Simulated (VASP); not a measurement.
**Si7B: single point with PBE**

Si7B:

```
CELL_PARAMETERS angstrom
5.15657 0.00000 0.00000
0.00000 5.15657 0.00000
0.00000 0.00000 5.15657
ATOMIC_POSITIONS crystal
Si 0.22620 0.22620 0.22620
Si 0.00000 0.50000 0.50000
Si 0.50000 0.50000 0.00000
Si 0.50000 0.00000 0.50000
Si 0.77380 0.22620 0.77380
Si 0.77380 0.77380 0.22620
Si 0.22620 0.77380 0.77380
B 0.00000 0.00000 0.00000
```

```
Program                : VASP 6.6.1
Task                   : single point
Functional             : PBE
Potentials or basis    : VASP PAW PBE potentials, release 64 (Si, B)
Cutoff                 : 520 eV
k mesh                 : 6 × 6 × 6
Occupations            : gaussian, width 0.1 eV
Spin                   : no spin polarisation
Dipole correction      : no
Further INCAR settings : ALGO = Normal; EDIFF = 1e-06; NBANDS = 26
```

| Property | Result |
| --- | --- |
| Pressure | 6.7 GPa |
| Largest force | 0.012 eV/Å |
| Band gap on the k mesh | zero (an odd number of electrons rules out a gap without spin polarisation) |

Forces on the atoms (eV/Å):
```
Si   0.007  0.007  0.007
Si   0.000  0.000  0.000
Si   0.000  0.000  0.000
Si   0.000  0.000  0.000
Si  -0.007  0.007 -0.007
Si  -0.007 -0.007  0.007
Si   0.007 -0.007 -0.007
B    0.000  0.000  0.000
```

Levels at points of the mesh, in eV from the Fermi level:
```
           k point  band 12  band 13  band 14  band 15  band 16  band 17  band 18  band 19  band 20  band 21
(0.00, 0.00, 0.00)    -2.51    -2.51     0.84     0.84     0.84     0.88     0.88     1.35     1.35     1.35
(0.50, 0.00, 0.00)    -2.50    -1.70    -1.70    -0.99    -0.99     1.78     1.84     3.56     3.87     4.90
(0.50, 0.50, 0.00)    -3.21    -0.98    -0.98    -0.79    -0.15     2.86     3.33     3.33     3.54     5.14
(0.50, 0.50, 0.50)    -0.58    -0.58    -0.58     0.01     0.01     2.11     2.98     2.98     2.98     3.91
```

Wall time 24 s on 1 thread of Intel(R) Xeon(R) 6975P-C (Granite Rapids) (shared host), peak memory 0.25 GiB.

Caveat: the cell stands under pressure.
